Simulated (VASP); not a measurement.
Here is a VASP 6.6.1 calculation.

The input INCAR:

```
  ALGO = Normal
  EDIFF = 1E-6
  ENCUT = 520
  GGA = PE
  ISIF = 2
  ISMEAR = 0
  LASPH = T
  LCHARG = F
  LREAL = F
  LWAVE = F
  NBANDS = 21
  NELM = 60
  PREC = Accurate
  SIGMA = 0.1
```

File KPOINTS:

```
k-points
0
Gamma
  6 6 6
```

The input POSCAR:

```
H2Os3
1.0
    4.2625042745      0.0000000000      0.0000000000
   -2.1312521372      3.6914369855      0.0000000000
    0.0000000000      0.0000000000      3.3712814603
H Os
2 3
Direct
    0.3333333333      0.6666666667      0.5000000000
    0.6666666667      0.3333333333      0.5000000000
    0.0000000000      0.0000000000      0.5000000000
    0.3333333333      0.6666666667      0.0000000000
    0.6666666667      0.3333333333      0.0000000000
```

Potentials or basis: VASP PAW PBE potentials, release 64 (H, Os).

The run is started by

```sh
$ cat potpaw_PBE.64/H/POTCAR potpaw_PBE.64/Os/POTCAR > POTCAR
$ mpirun -np 1 vasp_std > vasp.out
```

(1) What does it give for the pressure?

(2) Estimate the band gap on the k mesh.

## Answers

(1) 0.2 GPa.

(2) zero (bands 13 and 14 overlap by 1.92 eV).

Caveat: spin-orbit coupling is left out, which moves the levels of the heavy elements.
